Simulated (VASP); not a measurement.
Here is a VASP 6.6.1 calculation.

The input INCAR:

```
SYSTEM = Be3GeF2
ALGO = Normal
EDIFF = 1E-6
ENCUT = 520
GGA = PE
ISIF = 2
ISMEAR = 0
LASPH = .True.
LCHARG = .False.
LREAL = .False.
LWAVE = .False.
NBANDS = 26
NELM = 80
PREC = Accurate
SIGMA = 0.1
```

Contents of KPOINTS:

```
k-points
0
Gamma
  12 12 12
  0 0 0
```

Contents of POSCAR:

```
Be3GeF2
1.0
    2.2921698432      1.3233848760      3.7770256769
   -2.2921698432      1.3233848760      3.7770256769
    0.0000000000     -2.6467697520      3.7770256769
Be Ge F
3 1 2
Direct
    0.0000000000      0.5000000000      0.0000000000
    0.5000000000      0.0000000000      0.0000000000
    0.0000000000      0.0000000000      0.5000000000
    0.5000000000      0.5000000000      0.5000000000
    0.7095334685      0.7095334685      0.7095334685
    0.2904665315      0.2904665315      0.2904665315
```

Potentials or basis: VASP PAW PBE potentials, release 64 (Be, Ge_d, F).

Run with:

```bash
$ cat potpaw_PBE.64/Be/POTCAR potpaw_PBE.64/Ge_d/POTCAR potpaw_PBE.64/F/POTCAR > POTCAR
$ mpirun -np 1 vasp_std > vasp.out
```

Problem. Predict the band gap on the k mesh.

Solution. Zero (filled and empty bands overlap).

Problem. What does it give for the largest force?

Solution. 0.030 eV/Å.

Forces on the atoms (eV/Å):
```
Be   0.000  0.000  0.000
Be   0.000  0.000  0.000
Be   0.000  0.000  0.000
Ge   0.000  0.000  0.000
F    0.000  0.000 -0.030
F    0.000  0.000  0.030
```
